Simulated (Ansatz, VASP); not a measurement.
## Two plane-wave programs on Ge

INCAR

```
ALGO = Normal
EDIFF = 1E-6
ENCUT = 520
GGA = PS
ISIF = 2
ISMEAR = 0
LASPH = T
LCHARG = T
LELF = T
LREAL = F
LVHAR = T
LWAVE = F
NBANDS = 21
NELM = 80
PREC = Accurate
SIGMA = 0.15
```

The input KPOINTS:

```
k-points
0
Gamma
  14 14 14
```

Contents of POSCAR:

```
Ge
1.0
   -2.5637634457      2.5621121131      1.3967991573
    2.5637634457     -2.5621121131      1.3967991573
    2.5637634457      2.5621121131     -1.3967991573
Ge
2
Direct
    0.1185403139      0.8556091264      0.2460879078
    0.8814596861      0.1443908736      0.7539120922
```

Input for Ansatz:

```yaml
crystal:
  lattice:
    - [-2.5637634457, 2.5621121131, 1.3967991573]
    - [2.5637634457, -2.5621121131, 1.3967991573]
    - [2.5637634457, 2.5621121131, -1.3967991573]
  atoms:
    - { symbol: Ge, position: [0.1185403139, 0.8556091264, 0.2460879078] }
    - { symbol: Ge, position: [0.8814596861, 0.1443908736, 0.7539120922] }
basis:
  ecutwfc: 420
kpoints:
  mp_grid: { grid: [14, 14, 14] }
hamiltonian:
  xc: pbesol
scf:
  occupations: { method: gaussian, width: 0.15 }
output:
  forces: true
  stress: true
  eigenvalues: true
```

Change from the starting cell: all atoms moved at random, sigma 0.02 Å a component.

Alike in both runs: task single point; functional PBEsol; k mesh 14 × 14 × 14; occupations gaussian, width 0.15 eV; no spin polarisation.

|  | VASP | Ansatz |
| --- | --- | --- |
| version | VASP 6.6.1 | Ansatz 0.2.0 |
| potentials or method | VASP PAW PBE potentials, release 64 (Ge_d), cutoff 520 eV | scalar-relativistic, plane waves, PAW |
| valence electrons in the cell | 28 | 28 |

```csv
,VASP,Ansatz,Ansatz less VASP
gap on the k mesh at the Fermi level (eV),none,none,-
pressure (GPa),0.3,0.4,+0.08
"traceless stress, the component that is largest in VASP (GPa)",-1.44,-1.43,+0.005
rms of the force components (eV/Å),0.245,0.246,+0.0005
```

VASP's potentials were made for PBE, not for PBEsol. Atom by atom the forces differ by 0.001 eV/Å (rms over components). A gap of «none» marks a metal or a gap that the smearing closes.
